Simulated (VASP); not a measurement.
Here is a VASP 6.6.1 calculation.

File INCAR:

```
PREC = Accurate
ENCUT = 500
EDIFF = 1E-7
ISMEAR = 0
SIGMA = 0.01
LREAL = F
LASPH = T
NELM = 120
ALGO = Normal
ISIF = 3
LWAVE = F
LCHARG = F
GGA = PS
IBRION = 2
NSW = 100
EDIFFG = -0.002
PSTRESS = 100.0
GGA_COMPAT = F
NELMIN = 4
```

KPOINTS

```
Automatic mesh
0
Gamma
  6 6 6
```

POSCAR

```
CsI
1.0
    4.5031925360      0.0000000000      0.0000000000
    0.0000000000      4.5031925360      0.0000000000
    0.0000000000      0.0000000000      4.5031925360
Cs I
1 1
Direct
    0.0000000000      0.0000000000      0.0000000000
    0.5000000000      0.5000000000      0.5000000000
```

Potentials or basis: VASP PAW PBE potentials, release 64 (Cs_sv, I).

Run with:

```sh
$ cat potpaw_PBE.64/Cs_sv/POTCAR potpaw_PBE.64/I/POTCAR > POTCAR
$ mpirun -np 1 vasp_std > vasp.out
```

(1) Predict the space group after relaxing (to 0.05 Å).

(2) Estimate the band gap on the k mesh.

(3) Predict the relaxed volume.

(4) Predict the relaxed cell.

Results:

(1) Pm-3m (No. 221).

(2) 3.04 eV, direct.

(3) 33.05 Å³/atom.

(4) a = 4.043 Å, b = 4.043 Å, c = 4.043 Å, α = 90.00°, β = 90.00°, γ = 90.00°.

Caveat: the cell is relaxed towards a set pressure, so the enthalpy falls and the energy may rise; the volume moved by over 15 % at a fixed basis, so the end points are rough; the PAW data sets were made with another functional, which shifts forces and pressure a little; spin-orbit coupling is left out, which moves the levels of the heavy elements.
